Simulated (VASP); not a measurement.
Set up this calculation in VASP 6.6.1, as the native input.

```
Task                   : single point
Functional             : PBEsol
Potentials or basis    : VASP PAW PBE potentials, release 64 (Ru_pv)
Cutoff                 : 520 eV
k mesh                 : 11 × 11 × 6
Occupations            : fermi-dirac, width 0.05 eV
Spin                   : no spin polarisation
Dipole correction      : no
Further INCAR settings : ALGO = Normal; EDIFF = 1e-07; NBANDS = 21
```

The structure of Ru lies in POSCAR:

```
Ru
1.0
    2.7414067149      0.0000000000      0.0000000000
   -1.3707033574      2.3741278572      0.0000000000
    0.0000000000      0.0000000000      4.3382472512
Ru
2
Direct
    0.6666666667      0.3333333333      0.7500000000
    0.3333333333      0.6666666667      0.2500000000
```

This cell differs from its parent crystal: volume scaled by 1.04.

These files were run (other wordings do the same):

INCAR

```
SYSTEM = Ru
ALGO = Normal
EDIFF = 1E-7
ENCUT = 520
GGA = PS
ISIF = 2
ISMEAR = -1
LASPH = .True.
LCHARG = .False.
LREAL = .False.
LWAVE = .False.
NBANDS = 21
NELM = 80
PREC = Accurate
SIGMA = 0.05
```

KPOINTS

```
k-points
0
Gamma
  11 11 6
  0 0 0
```

Potentials or basis: VASP PAW PBE potentials, release 64 (Ru_pv).

Run with:

```bash
$ cat potpaw_PBE.64/Ru_pv/POTCAR > POTCAR
$ mpirun -np 1 vasp_std > vasp.out
```

It gave:

- Pressure: -17.6 GPa
- Band gap on the k mesh: zero (band 14 reaches 13.41 eV, above the bottom of band 15 at 10.51 eV)

Caveat: the PAW data sets were made with another functional, which shifts forces and pressure a little.

Wall time 13 s on 1 thread of AMD EPYC 9R45 96-Core Processor (Zen 5), on a shared host, peak memory 0.12 GiB.
